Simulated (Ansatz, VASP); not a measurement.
# One calculation of SnMo2, two programs

```
CELL_PARAMETERS angstrom
4.49664 0.00000 0.00000
-2.24832 3.89421 0.00000
0.00000 0.00000 3.09154
ATOMIC_POSITIONS crystal
Sn 0.00000 0.00000 0.00000
Mo 0.33333 0.66667 0.50000
Mo 0.66667 0.33333 0.50000
```

Alike in both runs: functional PBE; k mesh 6 × 6 × 6; occupations gaussian, width 0.1 eV; no spin polarisation.

Ansatz relaxed the structure, and its values are those at the end. VASP's run is a single point on that final structure, the one shown.

```csv
,VASP,Ansatz
version,VASP 6.6.1,Ansatz 0.2.0
potentials or method,"VASP PAW PBE potentials, release 64 (Sn_d, Mo_sv), cutoff 520 eV","scalar-relativistic, plane waves, PAW"
valence electrons in the cell,42,42
```

VASP gave:

| Item | Value |
| --- | --- |
| gap on the k mesh at the Fermi level (eV) | none |
| pressure (GPa) | 0.3 |

Estimate Ansatz's values.

gap on the k mesh at the Fermi level (eV): none; pressure (GPa): 0.0.

A gap of «none» marks a metal or a gap that the smearing closes. The functional is the same, so the differences come from potentials, cutoffs and numerics.
